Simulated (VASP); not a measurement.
Wanted: the native input for a VASP 6.6.1 run.

```yaml
Task: single point
Functional: PBEsol
Potentials_or_basis: VASP PAW PBE potentials, release 64 (In_d, As)
Cutoff: 520 eV
k_mesh: 8 × 8 × 8
Occupations: fermi-dirac, width 0.05 eV
Spin: no spin polarisation
Dipole_correction: no
Further_INCAR_settings: ALGO = Normal; EDIFF = 1e-07; NBANDS = 16
```

The structure of InAs lies in POSCAR:

```
InAs
1.0
    0.0000000000      2.9772112161      2.9772112161
    2.9772112161      0.0000000000      2.9772112161
    2.9772112161      2.9772112161      0.0000000000
In As
1 1
Direct
    0.0000000000      0.0000000000      0.0000000000
    0.7500000000      0.7500000000      0.7500000000
```

These files were run (other wordings do the same):

INCAR

```
PREC     = Accurate       # precision mode
ENCUT    = 520            # plane-wave cutoff, eV
EDIFF    = 1E-7           # SCF threshold, eV
ISMEAR   = -1             # smearing method
SIGMA    = 0.05           # smearing width, eV
LREAL    = F              # projectors in reciprocal space
LASPH    = T              # aspherical terms in the spheres
NELM     = 80             # most SCF steps
ALGO     = Normal         # electronic algorithm
ISIF     = 2              # what is computed and relaxed
LWAVE    = F              # write WAVECAR
LCHARG   = F              # write CHGCAR
GGA      = PS             # functional
NBANDS   = 16             # bands
```

KPOINTS

```
Automatic mesh
0
Gamma
  8 8 8
```

Potentials or basis: VASP PAW PBE potentials, release 64 (In_d, As).

Run with:

```sh
$ cat potpaw_PBE.64/In_d/POTCAR potpaw_PBE.64/As/POTCAR > POTCAR
$ mpirun -np 1 vasp_std > vasp.out
```

Results of the run:

```
Pressure               : 4.4 GPa
Band gap on the k mesh : zero (filled and empty bands touch)
```

Caveat: the PAW data sets were made with another functional, which shifts forces and pressure a little; spin-orbit coupling is left out, which moves the levels of the heavy elements.

Wall time 16 s on 1 thread of Intel(R) Xeon(R) Platinum 8488C (Sapphire Rapids), with other jobs on the host, peak memory 0.18 GiB.
